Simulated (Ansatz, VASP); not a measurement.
**SiW6: VASP beside Ansatz**

```xyz
7
Lattice="4.4683 0.0000 0.0000 -2.2341 3.8696 0.0000 0.0000 0.0000 21.7259" Properties=species:S:1:pos:R:3 pbc="T T T"
W     2.2341    1.2899    4.0000
W     0.0000    2.5797    4.9121
W     0.0000    0.0000    5.8242
W     2.2341    1.2899    6.6718
W     0.0000    2.5797    7.5323
W     0.0000    0.0000    8.3259
Si    1.4894    0.8599   11.7259
```

Alike in both runs: task single point; functional PBE; dispersion D3(BJ); k mesh 6 × 6 × 1; occupations gaussian, width 0.1 eV; no spin polarisation.

|  | VASP | Ansatz |
| --- | --- | --- |
| version | VASP 6.6.1 | Ansatz 0.2.0 |
| potentials or method | VASP PAW PBE potentials, release 64 (W_sv, Si), cutoff 520 eV | scalar-relativistic, plane waves, PAW |
| valence electrons in the cell | 88 | 88 |

Ansatz gave:

| Quantity | Value |
| --- | --- |
| gap on the k mesh at the Fermi level (eV) | none |
| rms of the force components (eV/Å) | 1.724 |

Estimate VASP's values.

gap on the k mesh at the Fermi level (eV): none; rms of the force components (eV/Å): 1.735.

Atom by atom the forces differ by 0.021 eV/Å (rms over components). A gap of «none» marks a metal or a gap that the smearing closes. Ansatz's warnings: dispersion switch in reach, vacuum below fermi.

Spin-orbit coupling is off throughout.
